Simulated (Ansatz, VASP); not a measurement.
## Two plane-wave programs on Nb5O

INCAR

```
SYSTEM = Nb5O
  ALGO = Normal
  EDIFF = 1E-6
  EDIFFG = -0.01
  ENCUT = 600
  GGA = PE
  IBRION = 2
  ISIF = 3
  ISMEAR = 0
  LASPH = .True.
  LCHARG = .False.
  LREAL = .False.
  LWAVE = .False.
  NELM = 100
  NSW = 100
  PREC = Accurate
  SIGMA = 0.1
```

The input KPOINTS:

```
k-points
0
Gamma
  8 8 8
  0 0 0
```

Contents of POSCAR:

```
Nb5O
1.0
    0.0000000000      3.8058768618      3.8058768618
    3.8058768618      0.0000000000      3.8058768618
    3.8058768618      3.8058768618      0.0000000000
Nb O
5 1
Direct
    0.2500000000      0.2500000000      0.2500000000
    0.6226882307      0.6226882307      0.6226882307
    0.1319353080      0.6226882307      0.6226882307
    0.6226882307      0.1319353080      0.6226882307
    0.6226882307      0.6226882307      0.1319353080
    0.0000000000      0.0000000000      0.0000000000
```

Input for Ansatz:

```yaml
crystal:
  lattice:
    - [0.0, 3.8058768618, 3.8058768618]
    - [3.8058768618, 0.0, 3.8058768618]
    - [3.8058768618, 3.8058768618, 0.0]
  atoms:
    - { symbol: Nb, position: [0.25, 0.25, 0.25] }
    - { symbol: Nb, position: [0.6226882307, 0.6226882307, 0.6226882307] }
    - { symbol: Nb, position: [0.131935308, 0.6226882307, 0.6226882307] }
    - { symbol: Nb, position: [0.6226882307, 0.131935308, 0.6226882307] }
    - { symbol: Nb, position: [0.6226882307, 0.6226882307, 0.131935308] }
    - { symbol: O, position: [0.0, 0.0, 0.0] }
basis:
  ecutwfc: 420
kpoints:
  mp_grid: { grid: [8, 8, 8] }
hamiltonian:
  xc: pbe
scf:
  occupations: { method: gaussian, width: 0.1 }
output:
  forces: true
  stress: true
  eigenvalues: true
  write_density: true
  write_potential: true
  elf: true
  volumetric_format: npy
relax:
  adjacent_minimum: "off"
  f_tol: 0.01
  max_steps: 80
  cell: { stress_tol: 0.05 }
```

Change from the starting cell: species swapped into the ErCu5 type (F-43m, No. 216).

Alike in both runs: task relaxation of cell and atoms; functional PBE; k mesh 8 × 8 × 8; occupations gaussian, width 0.1 eV; no spin polarisation.

|  | VASP | Ansatz |
| --- | --- | --- |
| version | VASP 6.6.1 | Ansatz 0.2.0 |
| potentials or method | VASP PAW PBE potentials, release 64 (Nb_sv, O), cutoff 600 eV | scalar-relativistic, plane waves, PAW |
| valence electrons in the cell | 71 | 71 |

VASP gave:

```
gap on the k mesh at the Fermi level, each at its own relaxed structure (eV)  : none
relaxed volume (Å³/atom)                                                      : 18.32
relaxed length of the cell vector where the two differ most in proportion (Å) : 5.377
```

Which values does Ansatz return?

gap on the k mesh at the Fermi level, each at its own relaxed structure (eV): none; relaxed volume (Å³/atom): 18.35; relaxed length of the cell vector where the two differ most in proportion (Å): 5.380.

A gap of «none» marks a metal or a gap that the smearing closes.
